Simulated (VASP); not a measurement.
# AlN (P6_3mc) in VASP: a series of runs

Runs on AlN. Level: PBE. Tasks: relaxation of the atoms.

Everything below comes from runs of VASP 6.6.1. Logs are shortened: lines on timing, memory, paths and dates and some standing lists are left out, and cuts for length are marked.

**1. The cell of the first run**

The structure is hexagonal, space group P6_3mc (No. 186). The conventional cell has a = 3.036 Å, b = 3.036 Å, c = 4.816 Å, α = 90.00°, β = 90.00°, γ = 120.00°. Al (site symmetry 3m) has 4 N at 1.84 Å within 2.4 Å. Within 2.4 Å of N (site symmetry 3m) lie 4 Al at 1.84 Å.

**2. Relaxation of the atoms, PBE**

File INCAR:

```
  ALGO = Normal
  EDIFF = 1E-6
  EDIFFG = -0.01
  ENCUT = 520
  GGA = PE
  IBRION = 2
  ISIF = 2
  ISMEAR = 0
  LASPH = T
  LCHARG = F
  LREAL = F
  LWAVE = F
  NELM = 100
  NSW = 50
  PREC = Accurate
  SIGMA = 0.05
```

File KPOINTS:

```
k-points
0
Gamma
  9 9 6
```

File POSCAR:

```
AlN
1.0
    3.0360000000      0.0000000000      0.0000000000
   -1.5180000000      2.6292531259      0.0000000000
    0.0000000000      0.0000000000      4.8163000000
Al N
2 2
Direct
    0.3333333333      0.6666666667      0.0017290859
    0.6666666667      0.3333333333      0.5017290859
    0.3333333333      0.6666666667      0.3832709141
    0.6666666667      0.3333333333      0.8832709141
```

Potentials or basis: VASP PAW PBE potentials, release 64 (Al, N).

The run is started by

```
$ cat potpaw_PBE.64/Al/POTCAR potpaw_PBE.64/N/POTCAR > POTCAR
$ mpirun -np 1 vasp_std > vasp.out
```

OUTCAR:

```text
EDIFF = 1E-6
   EDIFFG = -0.01
   ENCUT = 520
   GGA = PE
   IBRION = 2
   ISIF = 2
   ISMEAR = 0
   LASPH = T
   LREAL = F
   NELM = 100
   NSW = 50
   PREC = Accurate

 ion  position               nearest neighbor table
   1  0.333  0.667  0.002-   3 1.84   4 1.84   4 1.84   4 1.84   2 2.98   2 2.98   2 2.98   2 2.98
                             2 2.98   2 2.98
   2  0.667  0.333  0.502-   4 1.84   3 1.84   3 1.84   3 1.84   1 2.98   1 2.98   1 2.98   1 2.98
                             1 2.98   1 2.98
   3  0.333  0.667  0.383-   1 1.84   2 1.84   2 1.84   2 1.84
   4  0.667  0.333  0.883-   2 1.84   1 1.84   1 1.84   1 1.84

  LATTYP: Found a hexagonal cell.
 ALAT       =     3.0360000000
 C/A-ratio  =     1.5863965744

  Lattice vectors:

 A1 = (   3.0360000000,   0.0000000000,   0.0000000000)
 A2 = (  -1.5180000000,   2.6292531259,   0.0000000000)
 A3 = (   0.0000000000,   0.0000000000,   4.8163000000)

Analysis of symmetry for initial positions (statically):
=====================================================================
 Subroutine PRICEL returns:
 Original cell was already a primitive cell.

 Routine SETGRP: Setting up the symmetry group for a
 hexagonal supercell.

 Subroutine GETGRP returns: Found 12 space group operations
 (whereof  6 operations were pure point group operations)
 out of a pool of 24 trial point group operations.

The static configuration has the point symmetry C_3v.
 The point group associated with its full space group is C_6v.

Analysis of symmetry for dynamics (positions and initial velocities):
=====================================================================
 Subroutine PRICEL returns:
 Original cell was already a primitive cell.

 Routine SETGRP: Setting up the symmetry group for a
 hexagonal supercell.

 Subroutine GETGRP returns: Found 12 space group operations
 (whereof  6 operations were pure point group operations)
 out of a pool of 24 trial point group operations.

The dynamic configuration has the point symmetry C_3v.
 The point group associated with its full space group is C_6v.

 Subroutine INISYM returns: Found 12 space group operations
 (whereof  6 operations are pure point group operations),
 and found     1 'primitive' translations

----------------------------------------------------------------------------------------

                                     Primitive cell

  volume of cell :      38.4457

  direct lattice vectors                    reciprocal lattice vectors
     3.036000000  0.000000000  0.000000000     0.329380764  0.190168073  0.000000000
    -1.518000000  2.629253126  0.000000000     0.000000000  0.380336146  0.000000000
     0.000000000  0.000000000  4.816300000     0.000000000  0.000000000  0.207628262

  length of vectors
     3.036000000  3.036000000  4.816300000     0.380336146  0.380336146  0.207628262

  position of ions in fractional coordinates (direct lattice)
     0.333333333  0.666666667  0.001729086
     0.666666667  0.333333333  0.501729086
     0.333333333  0.666666667  0.383270914
     0.666666667  0.333333333  0.883270914

  ion indices of the primitive-cell ions
   primitive index   ion index
                 1           1
                 2           2
                 3           3
                 4           4

----------------------------------------------------------------------------------------

 KPOINTS: k-points

Automatic generation of k-mesh.
 Grid dimensions read from file:
 generate k-points for:    9    9    6

 Generating k-lattice:

  Cartesian coordinates                     Fractional coordinates (reciprocal lattice)
     0.036597863  0.021129786  0.000000000     0.111111111  0.000000000  0.000000000
     0.000000000  0.042259572  0.000000000     0.000000000  0.111111111  0.000000000
     0.000000000  0.000000000  0.034604710     0.000000000  0.000000000  0.166666667

  Length of vectors
     0.042259572  0.042259572  0.034604710

  Shift w.r.t. Gamma in fractional coordinates (k-lattice)
     0.000000000  0.000000000  0.000000000

 Subroutine IBZKPT returns following result:
 ===========================================

 Found     48 irreducible k-points:

 Following reciprocal coordinates:
            Coordinates               Weight
  0.000000  0.000000  0.000000      1.000000
  0.111111  0.000000  0.000000      6.000000
  0.222222 -0.000000  0.000000      6.000000
  0.333333 -0.000000  0.000000      6.000000
  0.444444 -0.000000  0.000000      6.000000
  0.111111  0.111111  0.000000      6.000000
[... 16 lines left out ...]
  0.333333  0.222222  0.166667     24.000000
  0.333333  0.333333  0.166667      4.000000
 [... further k-points ...]
   k-points           NKPTS =     48   k-points in BZ     NKDIM =     48   number of bands    NBANDS=     12
   number of dos      NEDOS =    301   number of ions     NIONS =      4
   total plane-waves  NPLWV =  20736
   dimension x,y,z NGX =    24 NGY =   24 NGZ =   36
   dimension x,y,z NGXF=    48 NGYF=   48 NGZF=   72
   ions per type =               2   2
   NGX,Y,Z   is equivalent  to a cutoff of  13.14, 13.14, 12.43 a.u.
   NGXF,Y,Z  is equivalent  to a cutoff of  26.28, 26.28, 24.85 a.u.
 SYSTEM =  unknown system
   PREC   = accura    normal or accurate (medium, high low for compatibility)
   ISTART =      0    job   : 0-new  1-cont  2-samecut
   ICHARG =      2    charge: 1-file 2-atom 10-const
   ISPIN  =      1    spin polarized calculation?
   LNONCOLLINEAR =      F non collinear calculations
   LSORBIT =      F    spin-orbit coupling
   LASPH  =      T    aspherical Exc in radial PAW
   ENCUT  =  520.0 eV  38.22 Ry    6.18 a.u.   5.64  5.64  8.96*2*pi/ulx,y,z
   NELM   =    100;   NELMIN=  2; NELMDL= -5     # of ELM steps
   EDIFF  = 0.1E-05   stopping-criterion for ELM
   LREAL  =      F    real-space projection
   EDIFFG = -.1E-01   stopping-criterion for IOM
   NSW    =     50    number of steps for IOM
   IBRION =      2    ionic relax: 0-MD 1-quasi-New 2-CG
   NFREE  =      1    steps in history (QN), initial steepest desc. (CG)
   ISIF   =      2    stress and relaxation
   ISYM   =      2    0-nonsym 1-usesym 2-fastsym
   POTIM  = 0.5000    time-step for ionic-motion
   TEBEG  =    0.0;   TEEND  =   0.0 temperature during run
   PSTRESS=    0.0 pullay stress
   NELECT =      16.0000    total number of electrons
   NUPDOWN=      -1.0000    fix difference up-down
   EMIN   =  10.00;   EMAX   =-10.00  energy-range for DOS
   EFERMI =   0.00;   METHOD = LEGACY
   ISMEAR =     0;   SIGMA  =   0.05  broadening in eV -4-tet -1-fermi 0-gaus
   EFERMI_NEDOS =   21; number of points for ismear=-14 and -15
   IALGO  =     38    algorithm
   IMIX   =      4    mixing-type and parameters
     AMIX     =   0.40;   BMIX     =  1.00
     AMIX_MAG =   1.60;   BMIX_MAG =  1.00
  volume/ion in A,a.u.               =       9.61        64.86
  Fermi-wavevector in a.u.,A,eV,Ry     =   1.222266  2.309747 20.326196  1.493933
  Thomas-Fermi vector in A             =   2.357419
   LORBIT       =      0    0 simple, 1 ext, 2 COOP (PROOUT), +10 PAW based schemes
   GGA     = PE    functional components
   LHFCALC =     F    Hartree Fock is set to
   AEXX    =    0.0000 exact exchange contribution
   IVDW    =     0    specifies the selected vdW correction
   LEPSILON=     F    determine dielectric tensor
   LRPA    =     F    only Hartree local field effects (RPA)
 conjugate gradient relaxation of ions
 non-spin polarized calculation
 Gauss-broadening in eV      SIGMA  =   0.05
  energy-cutoff  :      520.00
  volume of cell :       38.45
 maximum number of plane-waves:      1085
 NGX is ok and might be reduce to    24
   NGX = 11   NGY = 11   NGZ = 17

--------------------------------------- Ionic step        1  -------------------------------------------

 number of electron      16.0000002 magnetization

 Free energy of the ion-electron system (eV)
  ---------------------------------------------------
  ext. energy  EPLUGINS =         0.00000000
  ---------------------------------------------------
  free energy    TOTEN  =       -29.49643992 eV

  energy without entropy =      -29.49643992  energy(sigma->0) =      -29.49643992

------------------------ aborting loop because EDIFF is reached ----------------------------------------

  FORCE on cell =-STRESS in cart. coord.  units (eV):
  Direction    XX          YY          ZZ          XY          YZ          ZX
  --------------------------------------------------------------------------------------
  -------------------------------------------------------------------------------------
  Total        5.4114255      5.4114255      6.3285966      0.0000000      0.0000000      0.0000000
  in kB      225.5145518    225.5145518    263.7365361      0.0000000      0.0000000      0.0000000
  external PRESSURE =     238.2552133 kB  Pullay stress =       0.0000000 kB
[... 61 lines left out ...]
  energy  without entropy=      -29.4986930832  energy(sigma->0) =      -29.49869308

--------------------------------------- Ionic step        3  -------------------------------------------

 number of electron      16.0000000 magnetization

 Free energy of the ion-electron system (eV)
  ---------------------------------------------------
  ext. energy  EPLUGINS =         0.00000000
  ---------------------------------------------------
  free energy    TOTEN  =       -29.49972144 eV

  energy without entropy =      -29.49972144  energy(sigma->0) =      -29.49972144

 E-fermi :   7.2749     XC(G=0): -11.2765

 val. band max:        7.0606077505   @ k =   0.0000   0.0000   0.0000
 cond. band min:      11.9471850120   @ k =   0.0000   0.0000   0.0000
 fundamental gap:      4.8865772615
 Fermi energy:         7.2748609429

 k-point     1 :       0.0000    0.0000    0.0000
  band No.  band energies     occupation
      1      -8.7248      2.00000
      2      -6.2678      2.00000
      3       0.6409      2.00000
      4       6.0185      2.00000
      5       6.0185      2.00000
      6       6.7148      2.00000
      7       6.7148      2.00000
      8       7.0606      2.00000
      9      11.9472      0.00000
     10      14.3006      0.00000
     11      18.3648      0.00000
     12      18.6427      0.00000
[... 331 lines left out ...]
 k-point    24 :       0.3333    0.3333    0.1667
  band No.  band energies     occupation
      1      -5.9148      2.00000
      2      -5.9148      2.00000
      3       1.8900      2.00000
      4       2.6324      2.00000
      5       2.6324      2.00000
      6       4.0943      2.00000
      7       5.0517      2.00000
      8       5.0517      2.00000
      9      12.5780      0.00000
     10      15.6327      0.00000
     11      16.6412      0.00000
     12      16.6412      0.00000

 [... further k-points ...]

------------------------ aborting loop because EDIFF is reached ----------------------------------------

  FORCE on cell =-STRESS in cart. coord.  units (eV):
  Direction    XX          YY          ZZ          XY          YZ          ZX
  --------------------------------------------------------------------------------------
  -------------------------------------------------------------------------------------
  Total        5.6426090      5.6426090      5.7745456      0.0000000      0.0000000      0.0000000
  in kB      235.1488420    235.1488421    240.6471392      0.0000000      0.0000000      0.0000000
  external PRESSURE =     236.9816078 kB  Pullay stress =       0.0000000 kB
[... 19 lines left out ...]
  FREE ENERGIE OF THE ION-ELECTRON SYSTEM (eV)
  ---------------------------------------------------
  free  energy   TOTEN  =       -29.4997214380 eV

  energy  without entropy=      -29.4997214380  energy(sigma->0) =      -29.49972144

 reached required accuracy - stopping structural energy minimisation
```

Run time: 16 s. Hardware: 1 thread of Intel Xeon Platinum 8488C (Sapphire Rapids), shared host; peak memory 0.16 GiB.

Results:

- Free energy: -29.4997 eV
- Energy gained by relaxing: 0.8 meV/atom
- Ionic steps: 3
- Pressure after relaxing: 23.7 GPa
- Band gap on the k mesh: 4.89 eV

Stress tensor (GPa, compression positive):
```
23.51  0.00  0.00
 0.00 23.51  0.00
 0.00  0.00 24.06
```

The path:
```tsv
step	energy change (eV)	largest force (eV/Å)	pressure (GPa)
1	0.0000	0.2327	23.83
2	-0.0023	0.1256	23.66
3	-0.0033	0.0002	23.70
```

Final structure:
```
Al N
1.0
     3.03600    0.00000    0.00000
    -1.51800    2.62925    0.00000
     0.00000    0.00000    4.81630
Al N
2 2
Direct
  0.33333 0.66667 0.00025
  0.66667 0.33333 0.50025
  0.33333 0.66667 0.38475
  0.66667 0.33333 0.88475
```

Caveat: an odd mesh through Γ misses points on the zone boundary, where band edges can lie.

**3. Relaxation of the atoms, PBE**

This run uses another cell than the first one, of 9.74 Å³/atom.

File INCAR:

```
PREC = Accurate ; ENCUT = 520
EDIFF = 1E-7 ; ISMEAR = 0
SIGMA = 0.05 ; LREAL = False
LASPH = True ; NELM = 80
ALGO = Normal ; ISIF = 2
LWAVE = False ; LCHARG = False
GGA = PE ; IBRION = 2
NSW = 50 ; EDIFFG = -0.01
```

File KPOINTS:

```
regular mesh
0
Gamma
  9 9 6
```

File POSCAR:

```
AlN
1.0
    3.1925000000      0.0000000000      0.0000000000
   -1.5962500000      2.7647861016      0.0000000000
    0.0000000000      0.0000000000      4.4149000000
Al N
2 2
Direct
    0.3333333333      0.6666666667      0.0017290859
    0.6666666667      0.3333333333      0.5017290859
    0.3333333333      0.6666666667      0.3832709141
    0.6666666667      0.3333333333      0.8832709141
```

Potentials or basis: VASP PAW PBE potentials, release 64 (Al, N).

The run is started by

```
$ cat potpaw_PBE.64/Al/POTCAR potpaw_PBE.64/N/POTCAR > POTCAR
$ mpirun -np 1 vasp_std > vasp.out
```

OUTCAR:

```text
PREC = Accurate
   ENCUT = 520
   EDIFF = 1E-7
   ISMEAR = 0
   LREAL = False
   LASPH = True
   NELM = 80
   ISIF = 2
   GGA = PE
   IBRION = 2
   NSW = 50
   EDIFFG = -0.01

 ion  position               nearest neighbor table
   1  0.333  0.667  0.002-   3 1.68   4 1.92   4 1.92   4 1.92   2 2.88   2 2.88   2 2.88   2 2.88
                             2 2.88   2 2.88
   2  0.667  0.333  0.502-   4 1.68   3 1.92   3 1.92   3 1.92   1 2.88   1 2.88   1 2.88   1 2.88
                             1 2.88   1 2.88
   3  0.333  0.667  0.383-   1 1.68   2 1.92   2 1.92   2 1.92
   4  0.667  0.333  0.883-   2 1.68   1 1.92   1 1.92   1 1.92

  LATTYP: Found a hexagonal cell.
 ALAT       =     3.1925000000
 C/A-ratio  =     1.3828974158

  Lattice vectors:

[... 357 lines left out ...]
      1      -8.7612      2.00000
      2      -5.6112      2.00000
      3       1.0385      2.00000
      4       5.2085      2.00000
      5       5.2085      2.00000
      6       6.4311      2.00000
      7       6.4311      2.00000
      8       7.9003      2.00000
      9      11.6443      0.00000
     10      13.0985      0.00000
     11      17.1651      0.00000
     12      17.1651      0.00000
[... 331 lines left out ...]
 k-point    24 :       0.3333    0.3333    0.1667
  band No.  band energies     occupation
      1      -6.0915      2.00000
      2      -6.0915      2.00000
      3       1.6297      2.00000
      4       2.5095      2.00000
      5       2.5095      2.00000
      6       4.5578      2.00000
      7       5.3402      2.00000
      8       5.3402      2.00000
      9      13.4085      0.00000
     10      14.9489      0.00000
     11      16.6830      0.00000
     12      16.6830      0.00000

 [... further k-points ...]

------------------------ aborting loop because EDIFF is reached ----------------------------------------

  FORCE on cell =-STRESS in cart. coord.  units (eV):
  Direction    XX          YY          ZZ          XY          YZ          ZX
  --------------------------------------------------------------------------------------
  -------------------------------------------------------------------------------------
  Total        2.2622623      2.2622623      4.9849011      0.0000000      0.0000000      0.0000000
  in kB       93.0122649     93.0122649    204.9527788      0.0000000      0.0000000      0.0000000
  external PRESSURE =     130.3257695 kB  Pullay stress =       0.0000000 kB
[... 19 lines left out ...]
  FREE ENERGIE OF THE ION-ELECTRON SYSTEM (eV)
  ---------------------------------------------------
  free  energy   TOTEN  =       -29.3364873154 eV

  energy  without entropy=      -29.3364873154  energy(sigma->0) =      -29.33648732

 reached required accuracy - stopping structural energy minimisation
```

CONTCAR:

```text
AlN
   1.00000000000000
     3.1924999999999999    0.0000000000000000    0.0000000000000000
    -1.5962499999999999    2.7647861015999999    0.0000000000000000
     0.0000000000000000    0.0000000000000000    4.4149000000000003
  Al              N
     2     2
Direct
     0.3333333332999970    0.6666666667000030    0.9773525186165880
     0.6666666667000030    0.3333333332999970    0.4773525186165881
     0.3333333332999970    0.6666666667000030    0.4076474813834171
     0.6666666667000030    0.3333333332999970    0.9076474813834171

  0.00000000E+00  0.00000000E+00  0.00000000E+00
  0.00000000E+00  0.00000000E+00  0.00000000E+00
  0.00000000E+00  0.00000000E+00  0.00000000E+00
  0.00000000E+00  0.00000000E+00  0.00000000E+00
```

Wall time 32 s (1 thread of Intel Xeon Platinum 8488C (Sapphire Rapids), shared host); peak memory 0.16 GiB.

What came out:

```
Free energy               : -29.3365 eV
Energy gained by relaxing : 165.2 meV/atom
Ionic steps               : 5
Pressure after relaxing   : 13.0 GPa
Band gap on the k mesh    : 3.74 eV
```

Forces in eV/Å, atoms in the order of the input:
```
Al   0.000  0.000  0.002
Al   0.000  0.000  0.002
N    0.000  0.000 -0.002
N    0.000  0.000 -0.002
```

Step by step:
```
step  energy change (eV)  largest force (eV/Å)  pressure (GPa)
   1              0.0000                3.9922           25.56
   2             -0.5499                0.3993           10.41
   3             -0.6607                0.0468           13.24
   4             -0.6598                0.0861           12.72
   5             -0.6609                0.0022           13.03
```

Final structure:
```
CELL_PARAMETERS angstrom
3.19250 0.00000 0.00000
-1.59625 2.76479 0.00000
0.00000 0.00000 4.41490
ATOMIC_POSITIONS crystal
Al 0.33333 0.66667 0.97735
Al 0.66667 0.33333 0.47735
N 0.33333 0.66667 0.40765
N 0.66667 0.33333 0.90765
```

Levels at points of the mesh, in eV from the valence-band top:
| k point | band 6 | band 7 | band 8 | band 9 | band 10 | band 11 |
| --- | --- | --- | --- | --- | --- | --- |
| (0.00, 0.00, 0.00) | -1.47 | -1.47 | 0.00 | 3.74 | 5.20 | 9.26 |
| (0.00, 0.00, 0.50) | -2.11 | -2.11 | -2.11 | 5.88 | 5.88 | 9.55 |
